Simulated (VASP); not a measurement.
Wanted: the native input for a VASP 6.6.1 run.

- Task: single point
- Functional: r2SCAN
- Potentials or basis: VASP PAW PBE potentials, release 64 (Si, C)
- Cutoff: 520 eV
- k mesh: 9 × 9 × 2
- Occupations: gaussian, width 0.01 eV
- Spin: no spin polarisation
- Dipole correction: no
- Further INCAR settings: ALGO = Normal; EDIFF = 1e-06; NBANDS = 26

The system is SiC.

```xyz
8
Lattice="3.1379 0.0000 0.0000 -1.5690 2.7175 0.0000 0.0000 0.0000 10.2744" Properties=species:S:1:pos:R:3 pbc="T T T"
Si    0.0000    0.0000   -0.0014
Si    0.0000    1.8117    2.5676
Si    0.0000    0.0000    5.1357
Si    1.5690    0.9058    7.7048
C     0.0000    0.0000    1.9242
C     0.0000    1.8117    4.4996
C     0.0000    0.0000    7.0614
C     1.5690    0.9058    9.6368
```

The input as run:

POSCAR

```
SiC
1.0
    3.1379145750      0.0000000001      0.0000000000
   -1.5689572876      2.7175137368      0.0000000000
    0.0000000000      0.0000000000     10.2743557621
Si C
4 4
Direct
    0.0000000000      0.0000000000     -0.0001405664
    0.3333333333      0.6666666667      0.2499083814
    0.0000000000      0.0000000000      0.4998594336
    0.6666666667      0.3333333333      0.7499083814
    0.0000000000      0.0000000000      0.1872833956
    0.3333333333      0.6666666667      0.4379487895
    0.0000000000      0.0000000000      0.6872833956
    0.6666666667      0.3333333333      0.9379487895
```

INCAR.step1

```
PREC = Accurate
ENCUT = 520
ISMEAR = 0
SIGMA = 0.01
LREAL = False
LASPH = True
NELM = 60
NBANDS = 26
GGA = PE
ALGO = Normal
EDIFF = 1E-4
LWAVE = True
LCHARG = False
```

INCAR.step2

```
PREC = Accurate
ENCUT = 520
EDIFF = 1E-6
ISMEAR = 0
SIGMA = 0.01
LREAL = False
LASPH = True
NELM = 60
ALGO = Normal
ISIF = 2
LWAVE = False
LCHARG = False
METAGGA = R2SCAN
LMIXTAU = True
NBANDS = 26
ISTART = 1
```

KPOINTS

```
Automatic mesh
0
Gamma
  9 9 2
```

Potentials or basis: VASP PAW PBE potentials, release 64 (Si, C).

Run with:

```sh
$ cat potpaw_PBE.64/Si/POTCAR potpaw_PBE.64/C/POTCAR > POTCAR
$ cp INCAR.step1 INCAR
$ mpirun -np 1 vasp_std > vasp.out
$ cp INCAR.step2 INCAR
$ mpirun -np 1 vasp_std > vasp.out
```

It gave:

* Pressure: -12.0 GPa
* Largest force: 0.020 eV/Å
* Band gap on the k mesh: 2.68 eV (least direct gap 3.81 eV)

Caveat: the cell stands under tension; the PAW data sets were made with another functional, which shifts forces and pressure a little.

It took 3.9 min on 1 thread of Intel Xeon 8259CL, on a shared host, peak memory 0.22 GiB.
